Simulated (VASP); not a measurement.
Ni:

```
Ni
1.0
     0.00000    1.76730    1.76730
     1.76730    0.00000    1.76730
     1.76730    1.76730    0.00000
Ni
1
Cartesian
  0.0000 0.0000 0.0000
```

Base run:

* Program: VASP 6.6.1
* Functional: PBEsol
* Potentials or basis: VASP PAW PBE potentials, release 64 (Ni)
* Cutoff: 520 eV
* k mesh: 14 × 14 × 14
* Occupations: gaussian, width 0.1 eV
* Spin: collinear spin, ferromagnetic start
* Starting moments: [1.18] μB
* Fixed moment: 1.18 μB

Its results: pressure -6.5 GPa; site moments Ni +1.16 μB.

**Question.** The run is repeated on the same cell with these changes: fixed moment from 1.18 μB to 0.47 μB; moments at the start from [1.18] to [0.47]. What comes out?

**Answer.** Pressure -12.6 GPa; site moments Ni +0.48 μB.

Caveats: the cell stands under tension; the PAW data sets were made with another functional, which shifts forces and pressure a little; the total moment is fixed, so each spin has its own Fermi level.
